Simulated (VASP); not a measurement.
Here is a VASP 6.6.1 calculation.

File INCAR:

```
PREC = Accurate
ENCUT = 520
EDIFF = 1E-6
ISMEAR = -1
SIGMA = 0.06122561905347299
LREAL = F
LASPH = T
NELM = 80
ALGO = Normal
ISIF = 2
LWAVE = F
LCHARG = F
GGA = PE
NBANDS = 10
```

File KPOINTS:

```
Automatic mesh
0
Gamma
  19 19 19
```

Contents of POSCAR:

```
Na
1.0
   -2.0707242339      2.0707242339      2.0707242339
    2.0707242339     -2.0707242339      2.0707242339
    2.0707242339      2.0707242339     -2.0707242339
Na
1
Direct
    0.0000000000      0.0000000000      0.0000000000
```

Potentials or basis: VASP PAW PBE potentials, release 64 (Na_pv).

Launch:

```sh
$ cat potpaw_PBE.64/Na_pv/POTCAR > POTCAR
$ mpirun -np 1 vasp_std > vasp.out
```

Q: Predict the pressure.

A: 0.3 GPa.

Q: Estimate the band gap on the k mesh.

A: Zero (an odd number of electrons rules out a gap without spin polarisation).
